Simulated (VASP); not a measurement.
# Ti3O5 (C2/m) in VASP: further runs, part 2 of 2

VASP 6.6.1. Earlier steps stand in the parts before.

### 3 Single point, PBEsol

This run uses another cell than the first one, of 10.64 Å³/atom.

INCAR

```
PREC = Accurate ; ENCUT = 520
EDIFF = 1E-6 ; ISMEAR = 0
SIGMA = 0.1 ; LREAL = Auto
LASPH = True ; NELM = 100
ALGO = Normal ; ISIF = 2
LWAVE = False ; LCHARG = False
GGA = PS ; NBANDS = 80
```

KPOINTS

```
Automatic mesh
0
Gamma
  6 6 2
```

POSCAR

```
Ti3O5
1.0
    4.8366767663     -1.9118698454      0.0411442794
    4.8366767663      1.9118698454      0.0411442794
   -0.2341660177      0.0000000000      9.2046638112
Ti O
6 10
Direct
    0.0551157829      0.0551157829      0.3595737635
    0.9448842171      0.9448842171      0.6404262365
    0.7798103690      0.7798103690      0.2627700350
    0.2201896310      0.2201896310      0.7372299650
    0.1325174028      0.1325174028      0.0445050836
    0.8674825972      0.8674825972      0.9554949164
    0.9579715759      0.9579715759      0.1522740731
    0.0420284241      0.0420284241      0.8477259269
    0.8697739295      0.8697739295      0.4436526278
    0.1302260705      0.1302260705      0.5563473722
    0.2442491070      0.2442491070      0.2426407950
    0.7557508930      0.7557508930      0.7573592050
    0.5869941230      0.5869941230      0.3400920629
    0.4130058770      0.4130058770      0.6599079371
    0.6716708949      0.6716708949      0.0545868048
    0.3283291051      0.3283291051      0.9454131952
```

Potentials or basis: VASP PAW PBE potentials, release 64 (Ti_sv, O).

Run with:

```console
cat potpaw_PBE.64/Ti_sv/POTCAR potpaw_PBE.64/O/POTCAR > POTCAR
mpirun -np 1 vasp_std > vasp.out
```

OUTCAR:

```text
PREC = Accurate
   ENCUT = 520
   EDIFF = 1E-6
   ISMEAR = 0
   LREAL = Auto
   LASPH = True
   NELM = 100
   ISIF = 2
   GGA = PS

 ion  position               nearest neighbor table
   1  0.055  0.055  0.360-  10 1.94  13 1.95  13 1.95   9 1.96   7 2.11  11 2.14   3 2.79   2 2.81

   2  0.945  0.945  0.640-   9 1.94  14 1.95  14 1.95  10 1.96   8 2.11  12 2.14   4 2.79   1 2.81

   3  0.780  0.780  0.263-   9 1.87  11 1.95  11 1.95  13 2.01   7 2.02  15 2.17   1 2.79
   4  0.220  0.220  0.737-  10 1.87  12 1.95  12 1.95  14 2.01   8 2.02  16 2.17   2 2.79
   5  0.133  0.133  0.045-  15 1.95  15 1.95   7 1.97   8 2.00  11 2.10  16 2.12   6 2.68
   6  0.867  0.867  0.955-  16 1.95  16 1.95   8 1.97   7 2.00  12 2.10  15 2.12   5 2.68
   7  0.958  0.958  0.152-   5 1.97   6 2.00   3 2.02   1 2.11
   8  0.042  0.042  0.848-   6 1.97   5 2.00   4 2.02   2 2.11
   9  0.870  0.870  0.444-   3 1.87   2 1.94   1 1.96
  10  0.130  0.130  0.556-   4 1.87   1 1.94   2 1.96
  11  0.244  0.244  0.243-   3 1.95   3 1.95   5 2.10   1 2.14
  12  0.756  0.756  0.757-   4 1.95   4 1.95   6 2.10   2 2.14
  13  0.587  0.587  0.340-   1 1.95   1 1.95   3 2.01
  14  0.413  0.413  0.660-   2 1.95   2 1.95   4 2.01
  15  0.672  0.672  0.055-   5 1.95   5 1.95   6 2.12   3 2.17
  16  0.328  0.328  0.945-   6 1.95   6 1.95   5 2.12   4 2.17

  LATTYP: Found a base centered monoclinic cell.
 ALAT       =     9.6737035293
 B/A-ratio  =     0.3952715399
 C/A-ratio  =     0.9518218007
 COS(beta)  =    -0.0169271173

  Lattice vectors:

 A1 = (   4.8366767663,  -1.9118698454,   0.0411442794)
 A2 = (   4.8366767663,   1.9118698454,   0.0411442794)
 A3 = (  -0.2341660177,   0.0000000000,   9.2046638112)

Analysis of symmetry for initial positions (statically):
=====================================================================
 Subroutine PRICEL returns:
 Original cell was already a primitive cell.

 Routine SETGRP: Setting up the symmetry group for a
 base centered monoclinic supercell.

 Subroutine GETGRP returns: Found  4 space group operations
 (whereof  4 operations were pure point group operations)
 out of a pool of  4 trial point group operations.

The static configuration has the point symmetry C_2h.

Analysis of symmetry for dynamics (positions and initial velocities):
=====================================================================
 Subroutine PRICEL returns:
 Original cell was already a primitive cell.

 Routine SETGRP: Setting up the symmetry group for a
 base centered monoclinic supercell.

 Subroutine GETGRP returns: Found  4 space group operations
 (whereof  4 operations were pure point group operations)
 out of a pool of  4 trial point group operations.

The dynamic configuration has the point symmetry C_2h.

 Subroutine INISYM returns: Found  4 space group operations
 (whereof  4 operations are pure point group operations),
 and found     1 'primitive' translations

----------------------------------------------------------------------------------------

                                     Primitive cell

  volume of cell :     170.2697

  direct lattice vectors                    reciprocal lattice vectors
     4.836676766 -1.911869845  0.041144279     0.103354399 -0.261524079  0.002629329
     4.836676766  1.911869845  0.041144279     0.103354399  0.261524079  0.002629329
    -0.234166018  0.000000000  9.204663811    -0.000923976  0.000000000  0.108617072

  length of vectors
     5.200998106  5.200998106  9.207641913     0.281218578  0.281218578  0.108621002

  position of ions in fractional coordinates (direct lattice)
     0.055115783  0.055115783  0.359573764
[... 90 lines left out ...]
   total plane-waves  NPLWV = 112000
   dimension x,y,z NGX =    40 NGY =   40 NGZ =   70
   dimension x,y,z NGXF=    80 NGYF=   80 NGZF=  140
   ions per type =               6  10
   NGX,Y,Z   is equivalent  to a cutoff of  12.79, 12.79, 12.64 a.u.
   NGXF,Y,Z  is equivalent  to a cutoff of  25.57, 25.57, 25.28 a.u.
 SYSTEM =  unknown system
   PREC   = accura    normal or accurate (medium, high low for compatibility)
   ISTART =      0    job   : 0-new  1-cont  2-samecut
   ICHARG =      2    charge: 1-file 2-atom 10-const
   ISPIN  =      1    spin polarized calculation?
   LNONCOLLINEAR =      F non collinear calculations
   LSORBIT =      F    spin-orbit coupling
   LASPH  =      T    aspherical Exc in radial PAW
   ENCUT  =  520.0 eV  38.22 Ry    6.18 a.u.   9.67  9.67 17.12*2*pi/ulx,y,z
   NELM   =    100;   NELMIN=  2; NELMDL= -5     # of ELM steps
   EDIFF  = 0.1E-05   stopping-criterion for ELM
   LREAL  =      T    real-space projection
   EDIFFG = 0.1E-04   stopping-criterion for IOM
   NSW    =      0    number of steps for IOM
   IBRION =     -1    ionic relax: 0-MD 1-quasi-New 2-CG
   NFREE  =      0    steps in history (QN), initial steepest desc. (CG)
   ISIF   =      2    stress and relaxation
   ISYM   =      2    0-nonsym 1-usesym 2-fastsym
   POTIM  = 0.5000    time-step for ionic-motion
   TEBEG  =    0.0;   TEEND  =   0.0 temperature during run
   PSTRESS=    0.0 pullay stress
   NELECT =     132.0000    total number of electrons
   NUPDOWN=      -1.0000    fix difference up-down
   EMIN   =  10.00;   EMAX   =-10.00  energy-range for DOS
   EFERMI =   0.00;   METHOD = LEGACY
   ISMEAR =     0;   SIGMA  =   0.10  broadening in eV -4-tet -1-fermi 0-gaus
   EFERMI_NEDOS =   21; number of points for ismear=-14 and -15
   IALGO  =     38    algorithm
   IMIX   =      4    mixing-type and parameters
     AMIX     =   0.40;   BMIX     =  1.00
     AMIX_MAG =   1.60;   BMIX_MAG =  1.00
  volume/ion in A,a.u.               =      10.64        71.81
  Fermi-wavevector in a.u.,A,eV,Ry     =   1.503905  2.841968 30.772705  2.261730
  Thomas-Fermi vector in A             =   2.614954
   LORBIT       =      0    0 simple, 1 ext, 2 COOP (PROOUT), +10 PAW based schemes
   GGA     = PS    functional components
   LHFCALC =     F    Hartree Fock is set to
   AEXX    =    0.0000 exact exchange contribution
   IVDW    =     0    specifies the selected vdW correction
   LEPSILON=     F    determine dielectric tensor
   LRPA    =     F    only Hartree local field effects (RPA)
 non-spin polarized calculation
 Gauss-broadening in eV      SIGMA  =   0.10
  energy-cutoff  :      520.00
  volume of cell :      170.27
 maximum number of plane-waves:      4608
   NGX = 19   NGY = 19   NGZ = 35

 number of electron     132.0000003 magnetization

 Free energy of the ion-electron system (eV)
  ---------------------------------------------------
  ext. energy  EPLUGINS =         0.00000000
  ---------------------------------------------------
  free energy    TOTEN  =      -150.99627709 eV

  energy without entropy =     -150.97539615  energy(sigma->0) =     -150.98583662

 E-fermi :   7.5259     XC(G=0): -11.6727

 val. band max:        7.5006107924   @ k =   0.5000   0.5000   0.5000
 cond. band min:       7.5611660336   @ k =   0.3333   0.1667   0.0000
 fundamental gap:      0.0605552412
 Fermi energy:         7.5259114106

 k-point     1 :       0.0000    0.0000    0.0000
  band No.  band energies     occupation
      1     -50.7417      2.00000
      2     -50.7373      2.00000
      3     -50.5859      2.00000
      4     -50.5186      2.00000
      5     -50.5084      2.00000
      6     -50.4821      2.00000
[... 1933 lines left out ...]
     77       9.0301      0.00000
     78       9.1497      0.00000

 [... further k-points ...]

 [bands above 78 left out]

------------------------ aborting loop because EDIFF is reached ----------------------------------------

  FORCE on cell =-STRESS in cart. coord.  units (eV):
  Direction    XX          YY          ZZ          XY          YZ          ZX
  --------------------------------------------------------------------------------------
  -------------------------------------------------------------------------------------
  Total        0.5114808      0.6134614      0.4132084      0.0000000      0.0000000      0.0878849
  in kB        4.8128529      5.7724551      3.8881452      0.0000000      0.0000000      0.8269658
  external PRESSURE =       4.8244844 kB  Pullay stress =       0.0000000 kB

 VOLUME and BASIS-vectors are now :
 -----------------------------------------------------------------------------
  energy-cutoff  :      520.00
  volume of cell :      170.27
      direct lattice vectors                 reciprocal lattice vectors
     4.836676766 -1.911869845  0.041144279     0.103354399 -0.261524079  0.002629329
     4.836676766  1.911869845  0.041144279     0.103354399  0.261524079  0.002629329
    -0.234166018  0.000000000  9.204663811    -0.000923976  0.000000000  0.108617072

 POSITION                                       TOTAL-FORCE (eV/Angst)
 -----------------------------------------------------------------------------------
      0.44895      0.00000      3.31429         0.007178      0.000000     -0.031153
      8.99023      0.00000      5.97266        -0.007178      0.000000      0.031153
      7.48185      0.00000      2.48288         0.009897      0.000000     -0.047419
      1.95734      0.00000      6.80407        -0.009897      0.000000      0.047419
      1.27147      0.00000      0.42056         0.000918      0.000000     -0.010280
      8.16772      0.00000      8.86639        -0.000918      0.000000      0.010280
[... 8 lines left out ...]
      6.48453      0.00000      0.55772        -0.020769      0.000000      0.002510
      2.95466      0.00000      8.72923         0.020769      0.000000     -0.002510
 -----------------------------------------------------------------------------------
    total drift:                               -0.000000      0.000000      0.000000

  FREE ENERGIE OF THE ION-ELECTRON SYSTEM (eV)
  ---------------------------------------------------
  free  energy   TOTEN  =      -150.9962770882 eV

  energy  without entropy=     -150.9753961540  energy(sigma->0) =     -150.98583662
```

Run time: 24 min. Hardware: 1 thread of Intel Xeon 8259CL, shared host; peak memory 0.45 GiB.

Results:

```
Free energy            : -150.9963 eV
Pressure               : 0.5 GPa
Largest force          : 0.055 eV/Å
Band gap on the k mesh : zero (bands 66 and 67 overlap by 0.66 eV)
```

Forces in eV/Å, atoms in the order of the input:
```
Ti   0.007  0.000 -0.031
Ti  -0.007  0.000  0.031
Ti   0.010  0.000 -0.047
Ti  -0.010  0.000  0.047
Ti   0.001  0.000 -0.010
Ti  -0.001  0.000  0.010
O   -0.006  0.000  0.017
O    0.006  0.000 -0.017
O   -0.029  0.000  0.046
O    0.029  0.000 -0.046
O    0.011  0.000  0.023
O   -0.011  0.000 -0.023
O   -0.012  0.000  0.014
O    0.012  0.000 -0.014
O   -0.021  0.000  0.003
O    0.021  0.000 -0.003
```

Stress tensor (GPa, compression positive):
```
0.48 0.00 0.08
0.00 0.58 0.00
0.08 0.00 0.39
```

Levels at points of the mesh, in eV from the Fermi level:
```tsv
k point	band 62	band 63	band 64	band 65	band 66	band 67	band 68	band 69	band 70	band 71
(0.00, 0.00, 0.00)	-3.71	-3.38	-3.22	-0.80	-0.47	0.27	0.27	0.67	0.77	0.78
(0.50, 0.00, 0.00)	-3.73	-3.34	-3.33	-1.05	0.42	0.69	0.70	1.05	1.10	1.15
(0.50, 0.50, 0.00)	-3.83	-3.53	-3.34	-1.20	-0.16	-0.08	0.25	0.27	0.55	0.65
(0.00, 0.00, 0.50)	-3.66	-3.43	-3.42	-0.33	-0.13	-0.05	-0.04	0.33	0.38	0.95
(0.50, 0.00, 0.50)	-4.09	-3.34	-3.20	-0.53	-0.32	0.65	0.76	1.10	1.12	1.16
(0.50, 0.50, 0.50)	-3.82	-3.68	-3.18	-0.69	-0.37	-0.16	-0.03	0.07	0.22	0.95
```

Caveat: the PAW data sets were made with another functional, which shifts forces and pressure a little; semilocal functionals often make such compounds metallic where correlation or magnetic order opens a gap, which also shifts bond lengths.
